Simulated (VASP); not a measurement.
# ZrC (I4/mmm) in VASP: a series of runs

The runs below take ZrC through single point, with PBE.

All numbers are computed with VASP 6.6.1; they aren't measurements. Logs are shortened: lines on timing, memory, paths and dates and some standing lists are left out, and cuts for length are marked.

## 1. The cell of the first run

It takes space group I4/mmm (No. 139, tetragonal). The conventional cell has a = 3.224 Å, b = 3.224 Å, c = 4.700 Å, α = 90.00°, β = 90.00°, γ = 90.00°. Zr (site symmetry 4/mmm) has 6 C at 2.28 to 2.35 Å within 3.0 Å. C (site symmetry 4/mmm) has 6 Zr at 2.28 to 2.35 Å within 3.0 Å.

## 2. Single point, PBE (strain -0.030 along x and y, +0.000 along z)

Input file INCAR:

```
PREC = Accurate
ENCUT = 520
EDIFF = 1E-6
ISMEAR = 0
SIGMA = 0.15
LREAL = False
LASPH = True
NELM = 60
ALGO = Normal
ISIF = 2
LWAVE = False
LCHARG = False
GGA = PE
NBANDS = 15
```

Input file KPOINTS:

```
Automatic mesh
0
Gamma
  18 18 18
```

Input file POSCAR:

```
ZrC
1.0
    0.0000000000      2.2797037000      2.3502100000
    2.2797037000      0.0000000000      2.3502100000
    2.2797037000      2.2797037000      0.0000000000
Zr C
1 1
Direct
    0.5000000000      0.5000000000      0.5000000000
    0.0000000000      0.0000000000      0.0000000000
```

Potentials or basis: VASP PAW PBE potentials, release 64 (Zr_sv, C).

The run is started by

```
$ cat potpaw_PBE.64/Zr_sv/POTCAR potpaw_PBE.64/C/POTCAR > POTCAR
$ mpirun -np 1 vasp_std > vasp.out
```

OUTCAR:

```text
PREC = Accurate
   ENCUT = 520
   EDIFF = 1E-6
   ISMEAR = 0
   LREAL = False
   LASPH = True
   NELM = 60
   ISIF = 2
   GGA = PE

 ion  position               nearest neighbor table
   1  0.500  0.500  0.500-   2 2.28   2 2.28   2 2.28   2 2.28   2 2.35   2 2.35
   2  0.000  0.000  0.000-   1 2.28   1 2.28   1 2.28   1 2.28   1 2.35   1 2.35

  LATTYP: Found a body centered tetragonal cell.
 ALAT       =     3.2239878907
 C/A-ratio  =     1.4579521262

  Lattice vectors:

 A1 = (  -2.2797037000,   0.0000000000,   2.3502100000)
 A2 = (   2.2797037000,   0.0000000000,   2.3502100000)
 A3 = (   0.0000000000,   2.2797037000,  -2.3502100000)

Analysis of symmetry for initial positions (statically):
=====================================================================
 Subroutine PRICEL returns:
 Original cell was already a primitive cell.

 Routine SETGRP: Setting up the symmetry group for a
 body centered tetragonal supercell.

 Subroutine GETGRP returns: Found 16 space group operations
 (whereof 16 operations were pure point group operations)
 out of a pool of 16 trial point group operations.

The static configuration has the point symmetry D_4h.

Analysis of symmetry for dynamics (positions and initial velocities):
=====================================================================
 Subroutine PRICEL returns:
 Original cell was already a primitive cell.

 Routine SETGRP: Setting up the symmetry group for a
 body centered tetragonal supercell.

 Subroutine GETGRP returns: Found 16 space group operations
 (whereof 16 operations were pure point group operations)
 out of a pool of 16 trial point group operations.

The dynamic configuration has the point symmetry D_4h.

 Subroutine INISYM returns: Found 16 space group operations
 (whereof 16 operations are pure point group operations),
 and found     1 'primitive' translations

----------------------------------------------------------------------------------------

                                     Primitive cell

  volume of cell :      24.4283

  direct lattice vectors                    reciprocal lattice vectors
     0.000000000  2.279703700  2.350210000    -0.219326748  0.219326748  0.212746946
     2.279703700  0.000000000  2.350210000     0.219326748 -0.219326748  0.212746946
     2.279703700  2.279703700  0.000000000     0.219326748  0.219326748 -0.212746946

  length of vectors
     3.274222962  3.274222962  3.223987891     0.376124591  0.376124591  0.376124591

  position of ions in fractional coordinates (direct lattice)
     0.500000000  0.500000000  0.500000000
     0.000000000  0.000000000  0.000000000

  ion indices of the primitive-cell ions
   primitive index   ion index
                 1           1
                 2           2

----------------------------------------------------------------------------------------

 KPOINTS: Automatic mesh

Automatic generation of k-mesh.
 Grid dimensions read from file:
 generate k-points for:   18   18   18

 Generating k-lattice:

  Cartesian coordinates                     Fractional coordinates (reciprocal lattice)
    -0.012184819  0.012184819  0.011819275     0.055555556  0.000000000  0.000000000
     0.012184819 -0.012184819  0.011819275     0.000000000  0.055555556  0.000000000
     0.012184819  0.012184819 -0.011819275    -0.000000000 -0.000000000  0.055555556

  Length of vectors
     0.020895811  0.020895811  0.020895811

  Shift w.r.t. Gamma in fractional coordinates (k-lattice)
     0.000000000  0.000000000  0.000000000

 Subroutine IBZKPT returns following result:
 ===========================================

 Found    480 irreducible k-points:

 Following reciprocal coordinates:
            Coordinates               Weight
  0.000000  0.000000  0.000000      1.000000
  0.055556 -0.000000  0.000000      8.000000
  0.111111 -0.000000  0.000000      8.000000
  0.166667 -0.000000  0.000000      8.000000
  0.222222  0.000000  0.000000      8.000000
  0.277778 -0.000000  0.000000      8.000000
[... 16 lines left out ...]
 -0.277778  0.055556  0.000000      8.000000
 -0.222222  0.055556  0.000000      8.000000
 [... further k-points ...]
   k-points           NKPTS =    480   k-points in BZ     NKDIM =    480   number of bands    NBANDS=     15
   number of dos      NEDOS =    301   number of ions     NIONS =      2
   total plane-waves  NPLWV =  13824
   dimension x,y,z NGX =    24 NGY =   24 NGZ =   24
   dimension x,y,z NGXF=    48 NGYF=   48 NGZF=   48
   ions per type =               1   1
   NGX,Y,Z   is equivalent  to a cutoff of  12.19, 12.19, 12.38 a.u.
   NGXF,Y,Z  is equivalent  to a cutoff of  24.37, 24.37, 24.75 a.u.
 SYSTEM =  unknown system
   PREC   = accura    normal or accurate (medium, high low for compatibility)
   ISTART =      0    job   : 0-new  1-cont  2-samecut
   ICHARG =      2    charge: 1-file 2-atom 10-const
   ISPIN  =      1    spin polarized calculation?
   LNONCOLLINEAR =      F non collinear calculations
   LSORBIT =      F    spin-orbit coupling
   LASPH  =      T    aspherical Exc in radial PAW
   ENCUT  =  520.0 eV  38.22 Ry    6.18 a.u.   6.09  6.09  5.99*2*pi/ulx,y,z
   NELM   =     60;   NELMIN=  2; NELMDL= -5     # of ELM steps
   EDIFF  = 0.1E-05   stopping-criterion for ELM
   LREAL  =      F    real-space projection
   EDIFFG = 0.1E-04   stopping-criterion for IOM
   NSW    =      0    number of steps for IOM
   IBRION =     -1    ionic relax: 0-MD 1-quasi-New 2-CG
   NFREE  =      0    steps in history (QN), initial steepest desc. (CG)
   ISIF   =      2    stress and relaxation
   ISYM   =      2    0-nonsym 1-usesym 2-fastsym
   POTIM  = 0.5000    time-step for ionic-motion
   TEBEG  =    0.0;   TEEND  =   0.0 temperature during run
   PSTRESS=    0.0 pullay stress
   NELECT =      16.0000    total number of electrons
   NUPDOWN=      -1.0000    fix difference up-down
   EMIN   =  10.00;   EMAX   =-10.00  energy-range for DOS
   EFERMI =   0.00;   METHOD = LEGACY
   ISMEAR =     0;   SIGMA  =   0.15  broadening in eV -4-tet -1-fermi 0-gaus
   EFERMI_NEDOS =   21; number of points for ismear=-14 and -15
   IALGO  =     38    algorithm
   IMIX   =      4    mixing-type and parameters
     AMIX     =   0.40;   BMIX     =  1.00
     AMIX_MAG =   1.60;   BMIX_MAG =  1.00
  volume/ion in A,a.u.               =      12.21        82.43
  Fermi-wavevector in a.u.,A,eV,Ry     =   1.421730  2.686679 27.501660  2.021315
  Thomas-Fermi vector in A             =   2.542508
   LORBIT       =      0    0 simple, 1 ext, 2 COOP (PROOUT), +10 PAW based schemes
   GGA     = PE    functional components
   LHFCALC =     F    Hartree Fock is set to
   AEXX    =    0.0000 exact exchange contribution
   IVDW    =     0    specifies the selected vdW correction
   LEPSILON=     F    determine dielectric tensor
   LRPA    =     F    only Hartree local field effects (RPA)
 non-spin polarized calculation
 Gauss-broadening in eV      SIGMA  =   0.15
  energy-cutoff  :      520.00
  volume of cell :       24.43
 maximum number of plane-waves:       672
   NGX = 13   NGY = 13   NGZ = 11

 number of electron      16.0000000 magnetization

 Free energy of the ion-electron system (eV)
  ---------------------------------------------------
  ext. energy  EPLUGINS =         0.00000000
  ---------------------------------------------------
  free energy    TOTEN  =       -19.35471956 eV

  energy without entropy =      -19.35145540  energy(sigma->0) =      -19.35308748

 E-fermi :  10.3501     XC(G=0): -12.4357

 val. band max:       10.3155312832   @ k =  -0.0556   0.0556   0.0000
 cond. band min:      10.3769236420   @ k =   0.3333   0.2778   0.0000
 fundamental gap:      0.0613923587
 Fermi energy:        10.3501249581

 k-point     1 :       0.0000    0.0000    0.0000
  band No.  band energies     occupation
      1     -37.5397      2.00000
      2     -15.2186      2.00000
      3     -15.1977      2.00000
      4     -15.1977      2.00000
      5      -1.1857      2.00000
      6      11.1582      0.00000
      7      11.2292      0.00000
      8      11.3417      0.00000
      9      11.3417      0.00000
     10      11.5566      0.00000
     11      11.5566      0.00000
     12      13.0810      0.00000
     13      13.5064      0.00000
     14      18.4219      0.00000
     15      20.9168      0.00000

 k-point     2 :       0.0556   -0.0000    0.0000
  band No.  band energies     occupation
      1     -37.5357      2.00000
      2     -15.2427      2.00000
      3     -15.2126      2.00000
      4     -15.1999      2.00000
      5      -1.1071      2.00000
      6      10.5835      0.02782
      7      10.7095      0.00070
      8      10.8788      0.00000
      9      11.5694      0.00000
     10      11.7299      0.00000
     11      11.9768      0.00000
     12      13.5237      0.00000
     13      13.9520      0.00000
     14      18.5736      0.00000
     15      21.1293      0.00000

 k-point     3 :       0.1111   -0.0000    0.0000
  band No.  band energies     occupation
      1     -37.5242      2.00000
      2     -15.3404      2.00000
      3     -15.2257      2.00000
      4     -15.2061      2.00000
      5      -0.8784      2.00000
      6       9.7286      2.00000
      7       9.9931      1.99924
      8      10.1469      1.94469
      9      11.8371      0.00000
     10      11.9743      0.00000
     11      12.3925      0.00000
     12      14.4489      0.00000
     13      14.9013      0.00000
     14      18.9810      0.00000
     15      21.7277      0.00000
[... 343 lines left out ...]
 k-point    23 :      -0.2778    0.0556    0.0000
  band No.  band energies     occupation
      1     -37.4506      2.00000
      2     -15.9177      2.00000
      3     -15.3251      2.00000
      4     -15.2294      2.00000
      5       0.7172      2.00000
      6       6.7152      2.00000
      7       7.8948      2.00000
      8       8.0749      2.00000
      9      13.2700      0.00000
     10      13.4312      0.00000
     11      14.2881      0.00000
     12      17.3777      0.00000
     13      19.4484      0.00000
     14      20.2455      0.00000
     15      24.5624      0.00000

 k-point    24 :      -0.2222    0.0556    0.0000
  band No.  band energies     occupation
      1     -37.4734      2.00000
      2     -15.7423      2.00000
      3     -15.3041      2.00000
      4     -15.2162      2.00000
      5       0.1851      2.00000
      6       7.5356      2.00000
      7       8.3564      2.00000
      8       8.5645      2.00000
      9      12.7145      0.00000
     10      13.0222      0.00000
     11      13.6556      0.00000
     12      16.2944      0.00000
     13      18.3019      0.00000
     14      20.3096      0.00000
     15      23.9043      0.00000

 [... further k-points ...]

------------------------ aborting loop because EDIFF is reached ----------------------------------------

  FORCE on cell =-STRESS in cart. coord.  units (eV):
  Direction    XX          YY          ZZ          XY          YZ          ZX
  --------------------------------------------------------------------------------------
  -------------------------------------------------------------------------------------
  Total        3.3835500      3.3835500      1.2596689      0.0000000      0.0000000      0.0000000
  in kB      221.9165568    221.9165568     82.6177791      0.0000000      0.0000000      0.0000000
  external PRESSURE =     175.4836309 kB  Pullay stress =       0.0000000 kB

 VOLUME and BASIS-vectors are now :
 -----------------------------------------------------------------------------
  energy-cutoff  :      520.00
  volume of cell :       24.43
      direct lattice vectors                 reciprocal lattice vectors
     0.000000000  2.279703700  2.350210000    -0.219326748  0.219326748  0.212746946
     2.279703700  0.000000000  2.350210000     0.219326748 -0.219326748  0.212746946
     2.279703700  2.279703700  0.000000000     0.219326748  0.219326748 -0.212746946

 POSITION                                       TOTAL-FORCE (eV/Angst)
 -----------------------------------------------------------------------------------
      2.27970      2.27970      2.35021        -0.000000      0.000000      0.000000
      0.00000      0.00000      0.00000         0.000000     -0.000000      0.000000
 -----------------------------------------------------------------------------------
    total drift:                                0.000000     -0.000000      0.000000

  FREE ENERGIE OF THE ION-ELECTRON SYSTEM (eV)
  ---------------------------------------------------
  free  energy   TOTEN  =       -19.3547195564 eV

  energy  without entropy=      -19.3514554029  energy(sigma->0) =      -19.35308748
```

Wall time 2.2 min (1 thread of Intel Xeon Platinum 8259CL at 2.50GHz (Skylake/Cascade Lake), shared host); peak memory 0.29 GiB.

Results:

* Free energy: -19.3547 eV
* Pressure: 17.5 GPa
* Band gap on the k mesh: zero (bands 8 and 9 overlap by 1.43 eV)

Stress tensor (GPa, compression positive):
```
22.19  0.00  0.00
 0.00 22.19  0.00
 0.00  0.00  8.26
```

Caveat: the cell differs from its parent crystal (strain -0.030 along x and y, +0.000 along z); the cell stands under pressure.

## 3. Single point, PBE (strain -0.015 along x and y, -0.030 along z)

Input file INCAR:

```
  PREC = Accurate
  ENCUT = 520
  EDIFF = 1E-6
  ISMEAR = 0
  SIGMA = 0.15
  LREAL = F
  LASPH = T
  NELM = 80
  ALGO = Normal
  ISIF = 2
  LWAVE = F
  LCHARG = F
  GGA = PE
  NBANDS = 15
```

Input file KPOINTS:

```
regular mesh
0
Gamma
  18 18 18
```

Input file POSCAR:

```
ZrC
1.0
    0.0000000000      2.3149568500      2.2797037000
    2.3149568500      0.0000000000      2.2797037000
    2.3149568500      2.3149568500      0.0000000000
Zr C
1 1
Direct
    0.5000000000      0.5000000000      0.5000000000
    0.0000000000      0.0000000000      0.0000000000
```

Potentials or basis: VASP PAW PBE potentials, release 64 (Zr_sv, C).

The run is started by

```
$ cat potpaw_PBE.64/Zr_sv/POTCAR potpaw_PBE.64/C/POTCAR > POTCAR
$ mpirun -np 1 vasp_std > vasp.out
```

Wall time 82 s (1 thread of Intel Xeon Platinum 8259CL at 2.50GHz (Skylake/Cascade Lake), shared host); peak memory 0.28 GiB.

It converged, with:

- Free energy: -19.3714 eV
- Pressure: 17.2 GPa
- Band gap on the k mesh: zero (bands 8 and 9 overlap by 1.47 eV)

Stress tensor (GPa, compression positive):
```
14.71  0.00  0.00
 0.00 14.71  0.00
 0.00  0.00 22.05
```

Levels at points of the mesh, in eV from the Fermi level:
```tsv
k point	band 4	band 5	band 6	band 7	band 8	band 9	band 10	band 11	band 12	band 13
(0.00, 0.00, 0.00)	-25.55	-11.53	0.90	0.90	1.00	1.04	1.04	1.21	2.88	3.05
(0.50, 0.00, 0.00)	-25.63	-8.14	-5.55	-3.17	-3.15	4.76	4.88	5.71	6.78	10.69
(0.50, 0.50, 0.00)	-25.92	-10.42	-2.00	-1.83	0.06	0.06	4.78	6.10	6.10	8.87
(0.50, 0.00, 0.50)	-25.88	-10.43	-2.02	-1.97	0.09	0.19	4.75	6.01	6.18	8.70
```

Caveat: the cell differs from its parent crystal (strain -0.015 along x and y, -0.030 along z); the cell stands under pressure.

## 4. Single point, PBE (strain -0.030 along x and y, +0.015 along z)

Input file INCAR:

```
SYSTEM = ZrC
PREC = Accurate
ENCUT = 520
EDIFF = 1E-6
ISMEAR = 0
SIGMA = 0.15
LREAL = .False.
LASPH = .True.
NELM = 60
ALGO = Normal
ISIF = 2
LWAVE = .False.
LCHARG = .True.
GGA = PE
LELF = .True.
LVHAR = .True.
NBANDS = 15
```

Input file KPOINTS:

```
Automatic mesh
0
Gamma
  18 18 18
  0 0 0
```

Input file POSCAR:

```
ZrC
1.0
    0.0000000000      2.2797037000      2.3854631500
    2.2797037000      0.0000000000      2.3854631500
    2.2797037000      2.2797037000      0.0000000000
Zr C
1 1
Direct
    0.5000000000      0.5000000000      0.5000000000
    0.0000000000      0.0000000000      0.0000000000
```

The run is started by

```
$ cat potpaw_PBE.64/Zr_sv/POTCAR potpaw_PBE.64/C/POTCAR > POTCAR
$ mpirun -np 1 vasp_std > vasp.out
```

Wall time 2.2 min (1 thread of Intel Xeon Platinum 8259CL at 2.50GHz (Skylake/Cascade Lake), shared host); peak memory 0.3 GiB.

Results (log left out):

| Property | Result |
| --- | --- |
| Free energy | -19.3654 eV |
| Pressure | 13.9 GPa |
| Band gap on the k mesh | zero (bands 8 and 9 overlap by 1.42 eV) |

Stress tensor (GPa, compression positive):
```
20.30  0.00  0.00
 0.00 20.30  0.00
 0.00  0.00  1.04
```

Levels at points of the mesh, in eV from the Fermi level:
```
           k point  band 6  band 7  band 8  band 9  band 10  band 11
(0.00, 0.00, 0.00)    0.75    0.77    1.01    1.01     1.25     1.25
(0.50, 0.00, 0.00)   -5.50   -3.18   -3.09    4.59     4.89     5.65
(0.50, 0.50, 0.00)   -2.34   -1.88    0.25    0.25     4.67     5.96
(0.50, 0.00, 0.50)   -1.95   -1.82   -0.11    0.14     4.63     5.70
```

Caveat: the cell differs from its parent crystal (strain -0.030 along x and y, +0.015 along z); the cell stands under pressure.

## 5. The runs side by side

| cell | gap on the mesh (eV) | pressure (GPa) |
| --- | --- | --- |
| a = 3.274, b = 3.274, c = 3.224 Å, angles 60.5, 60.5, 59.0°, 2 atoms | none | 17.5 |
| a = 3.249, b = 3.249, c = 3.274 Å, angles 59.7, 59.7, 60.5°, 2 atoms | none | 17.2 |
| a = 3.300, b = 3.300, c = 3.224 Å, angles 60.8, 60.8, 58.5°, 2 atoms | none | 13.9 |

Alike in all rows: task single point; level PBE; potentials or basis VASP PAW PBE potentials, release 64 (Zr_sv, C); no spin polarisation; k mesh 18 × 18 × 18; cutoff (eV) 520; smearing gaussian 0.15 eV.

Caveats: the cell stands under pressure.

Absolute energies hang on the potentials; compare differences alone.
